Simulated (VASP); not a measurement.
# ZnF3 (Pmmm) in VASP: single point with PBE

Aim: the single point of ZnF3 with PBE.

All numbers are computed with VASP 6.6.1; they aren't measurements. Logs are shortened: lines on timing, memory, paths and dates and some standing lists are left out, and cuts for length are marked.

## 1. The cell of the first run

It takes space group Pmmm (No. 47, orthorhombic). The conventional cell has a = 3.852 Å, b = 6.314 Å, c = 7.742 Å, α = 90.00°, β = 90.00°, γ = 90.00°. Within 2.6 Å of Zn (site symmetry mm2) lie 6 F at 1.93 to 1.96 Å. Within 2.6 Å of Zn (site symmetry mmm) lie 6 F at 1.93 to 2.03 Å. Within 2.8 Å of F (site symmetry mm2) lie 2 Zn at 1.93 Å and 8 F at 2.68 to 2.78 Å. F (site symmetry mmm) has 2 Zn at 1.94 Å and 4 F at 2.52 Å within 2.6 Å. F (site symmetry mmm) has 2 Zn at 1.93 Å and 4 F at 2.68 Å within 2.7 Å. F (site symmetry m) has 2 Zn at 1.96 to 2.03 Å and 2 F at 2.45 to 2.52 Å within 2.6 Å. F (site symmetry mmm) has 2 Zn at 1.93 Å within 2.6 Å.

The cell was generated, and may not be a known phase.

## 2. Single point, PBE, collinear spin

INCAR

```
ALGO     = Normal         # electronic algorithm
EDIFF    = 1E-6           # SCF threshold, eV
ENCUT    = 520            # plane-wave cutoff, eV
GGA      = PE             # functional
ISIF     = 2              # what is computed and relaxed
ISMEAR   = 0              # smearing method
ISPIN    = 2              # spin polarisation
KPAR     = 4            
LASPH    = True           # aspherical terms in the spheres
LCHARG   = True           # write CHGCAR
LORBIT   = 11             # projections on sites
LREAL    = False          # projectors in reciprocal space
LVHAR    = True         
LWAVE    = False          # write WAVECAR
MAGMOM   = 0 0 0 1 1 1 1 1 1 1 1 1 # initial moments
NBANDS   = 66             # bands
NELM     = 150            # most SCF steps
PREC     = Accurate       # precision mode
SIGMA    = 0.1            # smearing width, eV
```

KPOINTS

```
k-points
0
Gamma
  6 4 2
```

POSCAR

```
ZnF3
1.0
    3.8522538352      0.0000000000      0.0000000000
    0.0000000000      6.3144576050      0.0000000000
    0.0000000000      0.0000000000      7.7419027022
Zn F
3 9
Direct
    0.0000000000      0.0000000000      0.2512064295
    0.0000000000      0.0000000000      0.7487935705
    0.0000000000      0.5000000000      0.0000000000
    0.5000000000      0.0000000000      0.2595543316
    0.0000000000      0.0000000000      0.0000000000
    0.0000000000      0.0000000000      0.5000000000
    0.0000000000      0.6941436233      0.2084758796
    0.0000000000      0.3058563767      0.2084758796
    0.5000000000      0.0000000000      0.7404456684
    0.0000000000      0.6941436233      0.7915241204
    0.0000000000      0.3058563767      0.7915241204
    0.5000000000      0.5000000000      0.0000000000
```

Potentials or basis: VASP PAW PBE potentials, release 64 (Zn, F).

The run is started by

```
$ cat potpaw_PBE.64/Zn/POTCAR potpaw_PBE.64/F/POTCAR > POTCAR
$ mpirun -np 4 vasp_std > vasp.out
```

OUTCAR:

```text
EDIFF = 1E-6
   ENCUT = 520
   GGA = PE
   ISIF = 2
   ISMEAR = 0
   ISPIN = 2
   LASPH = True
   LORBIT = 11
   LREAL = False
   NELM = 150
   PREC = Accurate

 ion  position               nearest neighbor table
   1  0.000  0.000  0.251-   6 1.93   4 1.93   4 1.93   5 1.94   8 1.96   7 1.96
   2  0.000  0.000  0.749-   6 1.93   9 1.93   9 1.93   5 1.94  11 1.96  10 1.96
   3  0.000  0.500  0.000-  12 1.93  12 1.93  10 2.03  11 2.03   7 2.03   8 2.03
   4  0.500  0.000  0.260-   1 1.93   1 1.93
   5  0.000  0.000  0.000-   1 1.94   2 1.94
   6  0.000  0.000  0.500-   1 1.93   2 1.93
   7  0.000  0.694  0.208-   1 1.96   3 2.03
   8  0.000  0.306  0.208-   1 1.96   3 2.03
   9  0.500  0.000  0.740-   2 1.93   2 1.93
  10  0.000  0.694  0.792-   2 1.96   3 2.03
  11  0.000  0.306  0.792-   2 1.96   3 2.03
  12  0.500  0.500  0.000-   3 1.93   3 1.93

  LATTYP: Found a simple orthorhombic cell.
 ALAT       =     3.8522538352
 B/A-ratio  =     1.6391592754
 C/A-ratio  =     2.0097073125

  Lattice vectors:

 A1 = (   3.8522538352,   0.0000000000,   0.0000000000)
 A2 = (   0.0000000000,   6.3144576050,   0.0000000000)
 A3 = (   0.0000000000,   0.0000000000,   7.7419027022)

Analysis of symmetry for initial positions (statically):
=====================================================================
 Subroutine PRICEL returns:
 Original cell was already a primitive cell.

 Routine SETGRP: Setting up the symmetry group for a
 simple orthorhombic supercell.

 Subroutine GETGRP returns: Found  8 space group operations
 (whereof  8 operations were pure point group operations)
 out of a pool of  8 trial point group operations.

The static configuration has the point symmetry D_2h.

Analysis of symmetry for dynamics (positions and initial velocities):
=====================================================================
 Subroutine PRICEL returns:
 Original cell was already a primitive cell.

 Routine SETGRP: Setting up the symmetry group for a
 simple orthorhombic supercell.

 Subroutine GETGRP returns: Found  8 space group operations
 (whereof  8 operations were pure point group operations)
 out of a pool of  8 trial point group operations.

The dynamic configuration has the point symmetry D_2h.

Analysis of structural, dynamic, and magnetic symmetry:
=====================================================================
 Subroutine PRICEL returns:
 Original cell was already a primitive cell.

 Routine SETGRP: Setting up the symmetry group for a
 simple orthorhombic supercell.

 Subroutine GETGRP returns: Found  8 space group operations
 (whereof  8 operations were pure point group operations)
 out of a pool of  8 trial point group operations.

The overall configuration has the point symmetry D_2h.

 Subroutine INISYM returns: Found  8 space group operations
 (whereof  8 operations are pure point group operations),
 and found     1 'primitive' translations

----------------------------------------------------------------------------------------

                                     Primitive cell

  volume of cell :     188.3210

  direct lattice vectors                    reciprocal lattice vectors
     3.852253835  0.000000000  0.000000000     0.259588294  0.000000000  0.000000000
     0.000000000  6.314457605  0.000000000     0.000000000  0.158366730  0.000000000
     0.000000000  0.000000000  7.741902702     0.000000000  0.000000000  0.129167214

  length of vectors
     3.852253835  6.314457605  7.741902702     0.259588294  0.158366730  0.129167214

  position of ions in fractional coordinates (direct lattice)
     0.000000000  0.000000000  0.251206430
     0.000000000  0.000000000  0.748793570
[... 79 lines left out ...]
   number of dos      NEDOS =    301   number of ions     NIONS =     12
   total plane-waves  NPLWV =  86400
   dimension x,y,z NGX =    30 NGY =   48 NGZ =   60
   dimension x,y,z NGXF=    60 NGYF=   96 NGZF=  120
   ions per type =               3   9
   NGX,Y,Z   is equivalent  to a cutoff of  12.95, 12.64, 12.88 a.u.
   NGXF,Y,Z  is equivalent  to a cutoff of  25.89, 25.27, 25.77 a.u.
 SYSTEM =  unknown system
   PREC   = accura    normal or accurate (medium, high low for compatibility)
   ISTART =      0    job   : 0-new  1-cont  2-samecut
   ICHARG =      2    charge: 1-file 2-atom 10-const
   ISPIN  =      2    spin polarized calculation?
   LNONCOLLINEAR =      F non collinear calculations
   LSORBIT =      F    spin-orbit coupling
   LASPH  =      T    aspherical Exc in radial PAW
   ENCUT  =  520.0 eV  38.22 Ry    6.18 a.u.   7.16 11.74 14.39*2*pi/ulx,y,z
   NELM   =    150;   NELMIN=  2; NELMDL= -5     # of ELM steps
   EDIFF  = 0.1E-05   stopping-criterion for ELM
   LREAL  =      F    real-space projection
[... 7 lines left out ...]
   TEBEG  =    0.0;   TEEND  =   0.0 temperature during run
   PSTRESS=    0.0 pullay stress
   NELECT =      99.0000    total number of electrons
   NUPDOWN=      -1.0000    fix difference up-down
   EMIN   =  10.00;   EMAX   =-10.00  energy-range for DOS
   EFERMI =   0.00;   METHOD = LEGACY
   ISMEAR =     0;   SIGMA  =   0.10  broadening in eV -4-tet -1-fermi 0-gaus
   EFERMI_NEDOS =   21; number of points for ismear=-14 and -15
   IALGO  =     38    algorithm
   IMIX   =      4    mixing-type and parameters
     AMIX     =   0.40;   BMIX     =  1.00
     AMIX_MAG =   1.60;   BMIX_MAG =  1.00
  volume/ion in A,a.u.               =      15.69       105.90
  Fermi-wavevector in a.u.,A,eV,Ry     =   1.321256  2.496812 23.751932  1.745718
  Thomas-Fermi vector in A             =   2.451023
   LORBIT       =     11    0 simple, 1 ext, 2 COOP (PROOUT), +10 PAW based schemes
   GGA     = PE    functional components
   LHFCALC =     F    Hartree Fock is set to
   AEXX    =    0.0000 exact exchange contribution
   IVDW    =     0    specifies the selected vdW correction
   LEPSILON=     F    determine dielectric tensor
   LRPA    =     F    only Hartree local field effects (RPA)
 spin polarized calculation
 Gauss-broadening in eV      SIGMA  =   0.10
  energy-cutoff  :      520.00
  volume of cell :      188.32
 maximum number of plane-waves:      5086
 NGX is ok and might be reduce to    30
   NGX = 15   NGY = 23   NGZ = 29

 number of electron      98.9999989 magnetization      -0.1071482

 number of electron      98.9999989 magnetization       0.8581780

 Free energy of the ion-electron system (eV)
  ---------------------------------------------------
  ext. energy  EPLUGINS =         0.00000000
  ---------------------------------------------------
  free energy    TOTEN  =       -38.83724474 eV

  energy without entropy =      -38.78582132  energy(sigma->0) =      -38.81153303

 E-fermi :  -4.5605     XC(G=0):  -8.1149

 val. band max:       -4.5669419993   @ k =   0.3333   0.0000   0.5000
 cond. band min:      -4.5595696193   @ k =   0.3333   0.5000   0.5000
 fundamental gap:      0.0073723799
 Fermi energy:        -4.5605329729

 spin component 1

 k-point     1 :       0.0000    0.0000    0.0000
  band No.  band energies     occupation
      1     -25.6579      1.00000
      2     -25.1748      1.00000
      3     -25.0916      1.00000
      4     -25.0272      1.00000
      5     -24.7794      1.00000
      6     -24.7118      1.00000
[... 1525 lines left out ...]
     60       8.0439      0.00000
     61       9.7584      0.00000
 Fermi energy:        -4.5605329729

 spin component 2

 k-point     1 :       0.0000    0.0000    0.0000
  band No.  band energies     occupation
      1     -25.4786      1.00000
      2     -25.0348      1.00000
      3     -24.9955      1.00000
      4     -24.8993      1.00000
      5     -24.6274      1.00000
      6     -24.5916      1.00000
[... 1525 lines left out ...]
     60       8.0712      0.00000
     61       9.7969      0.00000
 [bands above 61 left out]

------------------------ aborting loop because EDIFF is reached ----------------------------------------

  FORCE on cell =-STRESS in cart. coord.  units (eV):
  Direction    XX          YY          ZZ          XY          YZ          ZX
  --------------------------------------------------------------------------------------
  -------------------------------------------------------------------------------------
  Total        1.2343980      0.9355487      0.9802298     -0.0000000      0.0000000      0.0000000
  in kB       10.5018820      7.9593632      8.3394968     -0.0000000      0.0000000      0.0000000
  external PRESSURE =       8.9335807 kB  Pullay stress =       0.0000000 kB

 VOLUME and BASIS-vectors are now :
 -----------------------------------------------------------------------------
  energy-cutoff  :      520.00
  volume of cell :      188.32
      direct lattice vectors                 reciprocal lattice vectors
     3.852253835  0.000000000  0.000000000     0.259588294  0.000000000  0.000000000
     0.000000000  6.314457605  0.000000000     0.000000000  0.158366730  0.000000000
     0.000000000  0.000000000  7.741902702     0.000000000  0.000000000  0.129167214

 POSITION                                       TOTAL-FORCE (eV/Angst)
 -----------------------------------------------------------------------------------
      0.00000      0.00000      1.94482        -0.000000     -0.000000      0.068946
      0.00000      0.00000      5.79709        -0.000000     -0.000000     -0.068946
      0.00000      3.15723      0.00000        -0.000000     -0.000000      0.000000
      1.92613      0.00000      2.00944        -0.000000     -0.000000      0.009864
      0.00000      0.00000      0.00000        -0.000000     -0.000000      0.000000
      0.00000      0.00000      3.87095        -0.000000     -0.000000      0.000000
      0.00000      4.38314      1.61400        -0.000000     -0.068343      0.010981
      0.00000      1.93132      1.61400         0.000000      0.068343      0.010981
      1.92613      0.00000      5.73246        -0.000000     -0.000000     -0.009864
      0.00000      4.38314      6.12790        -0.000000     -0.068343     -0.010981
      0.00000      1.93132      6.12790        -0.000000      0.068343     -0.010981
      1.92613      3.15723      0.00000        -0.000000     -0.000000      0.000000
 -----------------------------------------------------------------------------------
    total drift:                               -0.000000      0.000000      0.000000

  FREE ENERGIE OF THE ION-ELECTRON SYSTEM (eV)
  ---------------------------------------------------
  free  energy   TOTEN  =       -38.8372447434 eV

  energy  without entropy=      -38.7858213175  energy(sigma->0) =      -38.81153303

 total charge

# of ion       s       p       d       tot
------------------------------------------
    1        0.392   0.479   9.780  10.650
    2        0.392   0.479   9.780  10.650
    3        0.363   0.409   9.797  10.569
    4        1.740   4.312   0.000   6.053
    5        1.746   4.294   0.000   6.040
    6        1.739   4.317   0.000   6.056
    7        1.745   4.266   0.000   6.011
    8        1.745   4.266   0.000   6.011
    9        1.740   4.312   0.000   6.053
   10        1.745   4.266   0.000   6.011
   11        1.745   4.266   0.000   6.011
   12        1.738   4.316   0.000   6.055
--------------------------------------------------
tot         16.831  39.982  29.356  86.169

 magnetization (x)

# of ion       s       p       d       tot
------------------------------------------
    1       -0.003  -0.001   0.047   0.042
    2       -0.003  -0.001   0.047   0.042
    3       -0.002  -0.001   0.018   0.014
    4        0.000   0.041   0.000   0.041
    5        0.001   0.133   0.000   0.134
    6        0.000   0.009   0.000   0.009
    7        0.001   0.112   0.000   0.113
    8        0.001   0.112   0.000   0.113
    9        0.000   0.041   0.000   0.041
   10        0.001   0.112   0.000   0.113
   11        0.001   0.112   0.000   0.113
   12        0.000   0.029   0.000   0.029
--------------------------------------------------
tot         -0.005   0.699   0.111   0.805
```

Run time: 4.9 min. Hardware: 4 MPI ranks of AMD EPYC 7R13 (Zen 3), shared host; peak memory 0.59 GiB.

Results:

- Free energy: -38.8372 eV
- Pressure: 0.9 GPa
- Largest force: 0.069 eV/Å
- Net moment: 0.86 μB per cell
- Site moments: Zn +0.04, +0.01 (each value once); F +0.04, +0.13, +0.01, +0.11, +0.03 (each value once) μB
- Valence electrons inside the program's atomic spheres: Zn 10.65, 10.57 (each value once); F 6.05, 6.04, 6.06, 6.01 (each value once)

Forces on the atoms (eV/Å):
```
Zn   0.000  0.000  0.069
Zn   0.000  0.000 -0.069
Zn   0.000  0.000  0.000
F    0.000  0.000  0.010
F    0.000  0.000  0.000
F    0.000  0.000  0.000
F    0.000 -0.068  0.011
F    0.000  0.068  0.011
F    0.000  0.000 -0.010
F    0.000 -0.068 -0.011
F    0.000  0.068 -0.011
F    0.000  0.000  0.000
```

Stress tensor (GPa, compression positive):
```
1.05 0.00 0.00
0.00 0.80 0.00
0.00 0.00 0.83
```

Caveat: the k points lie up to 0.41 Å⁻¹ apart; a moment this small can come from the mesh or the smearing.
